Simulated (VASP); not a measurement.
Sn, 2 atoms in the cell. It takes space group Fd-3m (No. 227, cubic). The conventional cell has a = 6.474 Å, b = 6.474 Å, c = 6.474 Å, α = 90.00°, β = 90.00°, γ = 90.00°. Sn (site symmetry -43m) has 4 Sn at 2.80 Å within 3.7 Å. 

```yaml
Program: VASP 6.6.1
Task: single point
Functional: LDA
Potentials_or_basis: VASP PAW LDA potentials, release 64 (Sn_d)
Cutoff: 520 eV
k_mesh: 7 × 7 × 7
Occupations: fermi-dirac, width 0.05 eV
Spin: no spin polarisation
Dipole_correction: no
Further_INCAR_settings: ALGO = Normal; EDIFF = 1e-06; NBANDS = 21
```

Potentials or basis: VASP PAW LDA potentials, release 64 (Sn_d).

Launch:

```console
$ cat potpaw_LDA.64/Sn_d/POTCAR > POTCAR
$ mpirun -np 1 vasp_std > vasp.out
```

Hardware: 1 thread of AMD EPYC 7R43 64-Core Processor (Zen 3), on a shared host.

Question: Estimate the wall time of this run.

Answer: Wall time 30 s on 1 thread of AMD EPYC 7R43 64-Core Processor (Zen 3) (shared host), peak memory 0.14 GiB. Counts: scf iterations 11, k points 20.
